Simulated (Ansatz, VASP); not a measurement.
**Two plane-wave programs on CsSrMg6**

```xyz
8
Lattice="5.2227 0.0000 0.0000 0.0000 3.6172 7.0604 0.0000 -3.6172 7.0604" Properties=species:S:1:pos:R:3 pbc="T T T"
Cs    2.5840   -0.0735    2.4878
Sr    2.6211    0.0397    9.4917
Mg   -0.0026    0.0412   12.0957
Mg    0.0101    0.0029    5.1643
Mg   -0.0171   -1.6650    7.6538
Mg   -0.0435    1.6537    7.5957
Mg    2.5790   -1.8937    5.9939
Mg    2.5494    1.8640    5.9496
```

Change from the starting cell: atoms moved at random, drawn with an rms of 0.05 Å.

Alike in both runs: task single point; functional PBE; k mesh 5 × 4 × 4; occupations fermi-dirac, width 0.05 eV; no spin polarisation.

|  | VASP | Ansatz |
| --- | --- | --- |
| version | VASP 6.6.1 | Ansatz 0.2.0 |
| potentials or method | VASP PAW PBE potentials, release 64 (Cs_sv, Sr_sv, Mg) | Ansatz PAW |
| plane-wave cutoff (eV) | 520 | 420 |
| valence electrons in the cell | 31 | 79 |

|  | VASP | Ansatz | Ansatz less VASP |
| --- | --- | --- | --- |
| gap on the k mesh at the Fermi level (eV) | none | none | - |
| pressure (GPa) | 0.0 | 0.1 | +0.03 |
| traceless stress, the component that is largest in VASP (GPa) | -0.36 | -0.35 | +0.010 |
| rms of the force components (eV/Å) | 0.084 | 0.084 | 0.0000 |

Atom by atom the forces differ by 0.003 eV/Å (rms over components). A gap of «none» marks a metal or a gap that the smearing closes. With one functional, cell and mesh, what is left measures potentials, basis and numerics. VASP's potentials hold 31 valence electrons a cell and Ansatz's 79, so a difference there can come from the potentials and not from the codes.

Neither program's run includes spin-orbit coupling.
